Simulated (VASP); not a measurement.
A run of VASP 6.6.1:

INCAR

```
SYSTEM = Sr
PREC = Accurate
ENCUT = 600
EDIFF = 1E-6
ISMEAR = -1
SIGMA = 0.05
LREAL = .False.
LASPH = .True.
NELM = 100
ALGO = Normal
ISIF = 3
LWAVE = .False.
LCHARG = .False.
GGA = PE
IBRION = 2
NSW = 32
EDIFFG = -0.005
PSTRESS = 82.0
```

File KPOINTS:

```
Automatic mesh
0
Gamma
  13 13 13
  0 0 0
```

File POSCAR:

```
Sr
1.0
   -2.0984352352      2.0984352352      2.0984352352
    2.0984352352     -2.0984352352      2.0984352352
    2.0984352352      2.0984352352     -2.0984352352
Sr
1
Direct
    0.0000000000      0.0000000000      0.0000000000
```

Potentials or basis: VASP PAW PBE potentials, release 64 (Sr_sv).

Launch:

```sh
$ cat potpaw_PBE.64/Sr_sv/POTCAR > POTCAR
$ mpirun -np 1 vasp_std > vasp.out
```

Hardware: 1 thread of Intel(R) Xeon(R) 6975P-C (Granite Rapids) (shared host).

Task: Estimate the wall time of this run.

Result: It took 22 s on 1 thread of Intel(R) Xeon(R) 6975P-C (Granite Rapids), with other jobs on the host, peak memory 0.19 GiB. Counts: scf iterations 17, k points 84, ion steps 2.
